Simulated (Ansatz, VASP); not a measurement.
Al4Pt in VASP and in Ansatz

```
CELL_PARAMETERS angstrom
4.77511 0.00000 0.00000
0.00000 4.77511 0.00000
0.00000 0.00000 4.77511
ATOMIC_POSITIONS crystal
Al 0.00000 0.50000 0.50000
Al 0.50000 0.50000 0.00000
Al 0.50000 0.00000 0.50000
Al 0.00000 0.00000 0.00000
Pt 0.50000 0.50000 0.50000
```

Change from the starting cell: species swapped into the Fe4N type (Pm-3m, No. 221).

Alike in both runs: functional PBE; k mesh 4 × 4 × 4; occupations gaussian, width 0.1 eV; no spin polarisation.

Ansatz relaxed the structure, and its values are those at the end. VASP's run is a single point on that final structure, the one shown.

|  | VASP | Ansatz |
| --- | --- | --- |
| version | VASP 6.6.1 | Ansatz 0.2.0 |
| potentials or method | VASP PAW PBE potentials, release 64 (Al, Pt), cutoff 520 eV | scalar-relativistic, plane waves, PAW |
| valence electrons in the cell | 22 | 30 |

Ansatz gave:

- gap on the k mesh at the Fermi level (eV): none
- pressure (GPa): 0.2

Problem. Estimate VASP's values.

Solution. gap on the k mesh at the Fermi level (eV): none; pressure (GPa): 0.1.

A gap of «none» marks a metal or a gap that the smearing closes. VASP's potentials hold 22 valence electrons a cell and Ansatz's 30, so a difference there can come from the potentials and not from the codes.

Spin-orbit coupling is off throughout.
